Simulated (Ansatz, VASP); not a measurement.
## PC4 in VASP and in Ansatz

```
P C
1.0
     2.46645    0.00000    0.00000
    -1.23322    2.13601    0.00000
     0.00000    0.00000   13.36951
P C
1 4
Direct
  0.00000 0.00000 0.00000
  0.33333 0.66667 0.66523
  0.33333 0.66667 0.33477
  0.66667 0.33333 0.33477
  0.66667 0.33333 0.66523
```

Change from the starting cell: species swapped into the Co4H type (P-3m1, No. 164).

Alike in both runs: functional PBE; k mesh 18 × 18 × 4; occupations gaussian, width 0.1 eV; collinear spin.

Ansatz relaxed the structure, and its values are those at the end. VASP's run is a single point on that final structure, the one shown.

```csv
,VASP,Ansatz
version,VASP 6.6.1,Ansatz 0.2.0
potentials or method,"VASP PAW PBE potentials, release 64 (P, C), cutoff 520 eV","scalar-relativistic, plane waves, PAW"
valence electrons in the cell,21,21
```

|  | VASP | Ansatz | Ansatz less VASP |
| --- | --- | --- | --- |
| gap on the k mesh at the Fermi level (eV) | none | none | - |
| pressure (GPa) | 0.2 | 0.0 | -0.17 |
| net moment per atom (μB) | 0.00 | 0.00 | 0.000 |

A gap of «none» marks a metal or a gap that the smearing closes. Ansatz's warnings: seeded moment not kept.
